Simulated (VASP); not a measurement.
# MgO (rocksalt type) (Fm-3m) in VASP: single point with LDA

Aim: the single point of MgO (rocksalt type) with LDA.

Program: VASP 6.6.1. These are calculated values, not measurements. Logs are shortened: lines on timing, memory, paths and dates and some standing lists are left out, and cuts for length are marked.

**1. The cell of the first run**

Symmetry: Fm-3m, No. 225, cubic system. Conventional cell: a = 4.159 Å, b = 4.159 Å, c = 4.159 Å, α = 90.00°, β = 90.00°, γ = 90.00°. Mg (site symmetry m-3m) has 6 O at 2.08 Å within 2.8 Å. Within 2.8 Å of O (site symmetry m-3m) lie 6 Mg at 2.08 Å.

**2. Single point, LDA (8.99 Å³/atom)**

Contents of INCAR:

```
SYSTEM = MgO
ALGO = Normal
EDIFF = 1E-6
ENCUT = 840
GGA = CA
GGA_COMPAT = .False.
ISIF = 2
ISMEAR = -1
LASPH = .True.
LCHARG = .False.
LREAL = .False.
LWAVE = .False.
NBANDS = 15
NELM = 120
PREC = Accurate
SIGMA = 0.05
```

Contents of KPOINTS:

```
k-points
0
Gamma
  15 15 15
  0 0 0
```

Contents of POSCAR:

```
MgO
1.0
    0.0000000000      2.0796222308      2.0796222308
    2.0796222308      0.0000000000      2.0796222308
    2.0796222308      2.0796222308      0.0000000000
Mg O
1 1
Direct
    0.0000000000      0.0000000000      0.0000000000
    0.5000000000      0.5000000000      0.5000000000
```

Potentials or basis: VASP PAW LDA potentials, release 64 (Mg_sv, O).

Run with:

```
$ cat potpaw_LDA.64/Mg_sv/POTCAR potpaw_LDA.64/O/POTCAR > POTCAR
$ mpirun -np 1 vasp_std > vasp.out
```

OUTCAR:

```text
SYSTEM = MgO
   EDIFF = 1E-6
   ENCUT = 840
   GGA = CA
   ISIF = 2
   ISMEAR = -1
   LASPH = .True.
   LREAL = .False.
   NELM = 120
   PREC = Accurate

 ion  position               nearest neighbor table
   1  0.000  0.000  0.000-   2 2.08   2 2.08   2 2.08   2 2.08   2 2.08   2 2.08
   2  0.500  0.500  0.500-   1 2.08   1 2.08   1 2.08   1 2.08   1 2.08   1 2.08

  LATTYP: Found a face centered cubic cell.
 ALAT       =     4.1592444616

  Lattice vectors:

 A1 = (   0.0000000000,   2.0796222308,   2.0796222308)
 A2 = (   2.0796222308,   0.0000000000,   2.0796222308)
 A3 = (   2.0796222308,   2.0796222308,   0.0000000000)

Analysis of symmetry for initial positions (statically):
=====================================================================
 Subroutine PRICEL returns:
 Original cell was already a primitive cell.

 Routine SETGRP: Setting up the symmetry group for a
 face centered cubic supercell.

 Subroutine GETGRP returns: Found 48 space group operations
 (whereof 48 operations were pure point group operations)
 out of a pool of 48 trial point group operations.

The static configuration has the point symmetry O_h .

Analysis of symmetry for dynamics (positions and initial velocities):
=====================================================================
 Subroutine PRICEL returns:
 Original cell was already a primitive cell.

 Routine SETGRP: Setting up the symmetry group for a
 face centered cubic supercell.

 Subroutine GETGRP returns: Found 48 space group operations
 (whereof 48 operations were pure point group operations)
 out of a pool of 48 trial point group operations.

The dynamic configuration has the point symmetry O_h .

 Subroutine INISYM returns: Found 48 space group operations
 (whereof 48 operations are pure point group operations),
 and found     1 'primitive' translations

----------------------------------------------------------------------------------------

                                     Primitive cell

  volume of cell :      17.9880

  direct lattice vectors                    reciprocal lattice vectors
     0.000000000  2.079622231  2.079622231    -0.240428282  0.240428282  0.240428282
     2.079622231  0.000000000  2.079622231     0.240428282 -0.240428282  0.240428282
     2.079622231  2.079622231  0.000000000     0.240428282  0.240428282 -0.240428282

  length of vectors
     2.941029963  2.941029963  2.941029963     0.416434000  0.416434000  0.416434000

  position of ions in fractional coordinates (direct lattice)
     0.000000000  0.000000000  0.000000000
     0.500000000  0.500000000  0.500000000

  ion indices of the primitive-cell ions
   primitive index   ion index
                 1           1
                 2           2

----------------------------------------------------------------------------------------

 KPOINTS: k-points

Automatic generation of k-mesh.
 Grid dimensions read from file:
 generate k-points for:   15   15   15

 Generating k-lattice:

  Cartesian coordinates                     Fractional coordinates (reciprocal lattice)
    -0.016028552  0.016028552  0.016028552     0.066666667  0.000000000  0.000000000
     0.016028552 -0.016028552  0.016028552     0.000000000  0.066666667  0.000000000
     0.016028552  0.016028552 -0.016028552     0.000000000  0.000000000  0.066666667

  Length of vectors
     0.027762267  0.027762267  0.027762267

  Shift w.r.t. Gamma in fractional coordinates (k-lattice)
     0.000000000  0.000000000  0.000000000

 Subroutine IBZKPT returns following result:
 ===========================================

 Found    120 irreducible k-points:

 Following reciprocal coordinates:
            Coordinates               Weight
  0.000000  0.000000  0.000000      1.000000
  0.066667  0.000000  0.000000      8.000000
  0.133333  0.000000  0.000000      8.000000
  0.200000  0.000000  0.000000      8.000000
  0.266667  0.000000  0.000000      8.000000
  0.333333  0.000000  0.000000      8.000000
[... 16 lines left out ...]
  0.133333  0.133333  0.000000      6.000000
  0.200000  0.133333  0.000000     24.000000
 [... further k-points ...]
   k-points           NKPTS =    120   k-points in BZ     NKDIM =    120   number of bands    NBANDS=     15
   number of dos      NEDOS =    301   number of ions     NIONS =      2
   total plane-waves  NPLWV =  21952
   dimension x,y,z NGX =    28 NGY =   28 NGZ =   28
   dimension x,y,z NGXF=    56 NGYF=   56 NGZF=   56
   ions per type =               1   1
   NGX,Y,Z   is equivalent  to a cutoff of  15.83, 15.83, 15.83 a.u.
   NGXF,Y,Z  is equivalent  to a cutoff of  31.65, 31.65, 31.65 a.u.
 SYSTEM =  MgO
   PREC   = accura    normal or accurate (medium, high low for compatibility)
   ISTART =      0    job   : 0-new  1-cont  2-samecut
   ICHARG =      2    charge: 1-file 2-atom 10-const
   ISPIN  =      1    spin polarized calculation?
   LNONCOLLINEAR =      F non collinear calculations
   LSORBIT =      F    spin-orbit coupling
   LASPH  =      T    aspherical Exc in radial PAW
   ENCUT  =  840.0 eV  61.74 Ry    7.86 a.u.   6.95  6.95  6.95*2*pi/ulx,y,z
   NELM   =    120;   NELMIN=  2; NELMDL= -5     # of ELM steps
   EDIFF  = 0.1E-05   stopping-criterion for ELM
   LREAL  =      F    real-space projection
   EDIFFG = 0.1E-04   stopping-criterion for IOM
   NSW    =      0    number of steps for IOM
   IBRION =     -1    ionic relax: 0-MD 1-quasi-New 2-CG
   NFREE  =      0    steps in history (QN), initial steepest desc. (CG)
   ISIF   =      2    stress and relaxation
   ISYM   =      2    0-nonsym 1-usesym 2-fastsym
   POTIM  = 0.5000    time-step for ionic-motion
   TEBEG  =    0.0;   TEEND  =   0.0 temperature during run
   PSTRESS=    0.0 pullay stress
   NELECT =      16.0000    total number of electrons
   NUPDOWN=      -1.0000    fix difference up-down
   EMIN   =  10.00;   EMAX   =-10.00  energy-range for DOS
   EFERMI =   0.00;   METHOD = LEGACY
   ISMEAR =    -1;   SIGMA  =   0.05  broadening in eV -4-tet -1-fermi 0-gaus
   EFERMI_NEDOS =   21; number of points for ismear=-14 and -15
   IALGO  =     38    algorithm
   IMIX   =      4    mixing-type and parameters
     AMIX     =   0.40;   BMIX     =  1.00
     AMIX_MAG =   1.60;   BMIX_MAG =  1.00
  volume/ion in A,a.u.               =       8.99        60.69
  Fermi-wavevector in a.u.,A,eV,Ry     =   1.574419  2.975221 33.726064  2.478796
  Thomas-Fermi vector in A             =   2.675556
   LORBIT       =      0    0 simple, 1 ext, 2 COOP (PROOUT), +10 PAW based schemes
   GGA     = CA    functional components
   LHFCALC =     F    Hartree Fock is set to
   AEXX    =    0.0000 exact exchange contribution
   IVDW    =     0    specifies the selected vdW correction
   LEPSILON=     F    determine dielectric tensor
   LRPA    =     F    only Hartree local field effects (RPA)
 non-spin polarized calculation
  energy-cutoff  :      840.00
  volume of cell :       17.99
 maximum number of plane-waves:      1018
   NGX = 13   NGY = 13   NGZ = 13

 number of electron      15.9999996 magnetization

 Free energy of the ion-electron system (eV)
  ---------------------------------------------------
  ext. energy  EPLUGINS =         0.00000000
  ---------------------------------------------------
  free energy    TOTEN  =       -13.23335391 eV

  energy without entropy =      -13.23335391  energy(sigma->0) =      -13.23335391

 E-fermi :   4.0525     XC(G=0): -12.1304

 val. band max:        2.8600141282   @ k =   0.0000   0.0000   0.0000
 cond. band min:       7.9047739266   @ k =   0.0000   0.0000   0.0000
 fundamental gap:      5.0447597985
 Fermi energy:         4.0525200246

 k-point     1 :       0.0000    0.0000    0.0000
  band No.  band energies     occupation
      1     -68.3545      2.00000
      2     -35.8109      2.00000
      3     -35.8109      2.00000
      4     -35.8109      2.00000
      5     -14.3256      2.00000
      6       2.8600      2.00000
      7       2.8600      2.00000
      8       2.8600      2.00000
      9       7.9048      0.00000
     10      18.5955      0.00000
     11      18.5955      0.00000
     12      18.5955      0.00000
     13      22.7241      0.00000
     14      24.4039      0.00000
     15      24.4039      0.00000

 k-point     2 :       0.0667    0.0000    0.0000
  band No.  band energies     occupation
      1     -68.3539      2.00000
      2     -35.8155      2.00000
      3     -35.8113      2.00000
      4     -35.8113      2.00000
      5     -14.2713      2.00000
      6       2.5426      2.00000
      7       2.8264      2.00000
      8       2.8264      2.00000
      9       8.2024      0.00000
     10      17.9290      0.00000
     11      18.7127      0.00000
     12      18.7127      0.00000
     13      23.6261      0.00000
     14      24.0343      0.00000
     15      24.0343      0.00000

 k-point     3 :       0.1333    0.0000    0.0000
  band No.  band energies     occupation
      1     -68.3527      2.00000
      2     -35.8288      2.00000
      3     -35.8126      2.00000
      4     -35.8126      2.00000
      5     -14.1142      2.00000
      6       1.7717      2.00000
      7       2.7327      2.00000
      8       2.7327      2.00000
      9       8.9019      0.00000
     10      16.7989      0.00000
     11      19.0216      0.00000
     12      19.0216      0.00000
     13      23.4075      0.00000
     14      23.4075      0.00000
     15      25.1012      0.00000
[... 343 lines left out ...]
 k-point    23 :       0.1333    0.1333    0.0000
  band No.  band energies     occupation
      1     -68.3521      2.00000
      2     -35.8275      2.00000
      3     -35.8167      2.00000
      4     -35.8167      2.00000
      5     -14.0485      2.00000
      6       1.6879      2.00000
      7       2.5819      2.00000
      8       2.5819      2.00000
      9       9.2332      0.00000
     10      16.1978      0.00000
     11      19.2407      0.00000
     12      19.2407      0.00000
     13      21.5840      0.00000
     14      24.9624      0.00000
     15      26.3517      0.00000

 k-point    24 :       0.2000    0.1333    0.0000
  band No.  band energies     occupation
      1     -68.3505      2.00000
      2     -35.8398      2.00000
      3     -35.8196      2.00000
      4     -35.8184      2.00000
      5     -13.8742      2.00000
      6       1.0830      2.00000
      7       2.4428      2.00000
      8       2.4476      2.00000
      9       9.8750      0.00000
     10      15.4467      0.00000
     11      19.4712      0.00000
     12      19.5649      0.00000
     13      20.8562      0.00000
     14      25.0030      0.00000
     15      27.3858      0.00000

 [... further k-points ...]
[... 5 lines left out ...]
  --------------------------------------------------------------------------------------
  -------------------------------------------------------------------------------------
  Total        0.0687748      0.0687748      0.0687748     -0.0000000      0.0000000      0.0000000
  in kB        6.1257084      6.1257084      6.1257084     -0.0000000      0.0000000      0.0000000
  external PRESSURE =       6.1257084 kB  Pullay stress =       0.0000000 kB

 VOLUME and BASIS-vectors are now :
 -----------------------------------------------------------------------------
  energy-cutoff  :      840.00
  volume of cell :       17.99
      direct lattice vectors                 reciprocal lattice vectors
     0.000000000  2.079622231  2.079622231    -0.240428282  0.240428282  0.240428282
     2.079622231  0.000000000  2.079622231     0.240428282 -0.240428282  0.240428282
     2.079622231  2.079622231  0.000000000     0.240428282  0.240428282 -0.240428282

 POSITION                                       TOTAL-FORCE (eV/Angst)
 -----------------------------------------------------------------------------------
      0.00000      0.00000      0.00000        -0.000000     -0.000000     -0.000000
      2.07962      2.07962      2.07962         0.000000      0.000000      0.000000
 -----------------------------------------------------------------------------------
    total drift:                                0.000000      0.000000      0.000000

  FREE ENERGIE OF THE ION-ELECTRON SYSTEM (eV)
  ---------------------------------------------------
  free  energy   TOTEN  =       -13.2333539117 eV

  energy  without entropy=      -13.2333539117  energy(sigma->0) =      -13.23335391
```

Wall time 32 s (1 thread of Intel Xeon Platinum 8375C at 2.90GHz (Ice Lake), shared host); peak memory 0.18 GiB.

What came out:

| Item | Value |
| --- | --- |
| Free energy | -13.2334 eV |
| Pressure | 0.6 GPa |
| Band gap on the k mesh | 5.04 eV |

Caveat: an odd mesh through Γ misses points on the zone boundary, where band edges can lie.
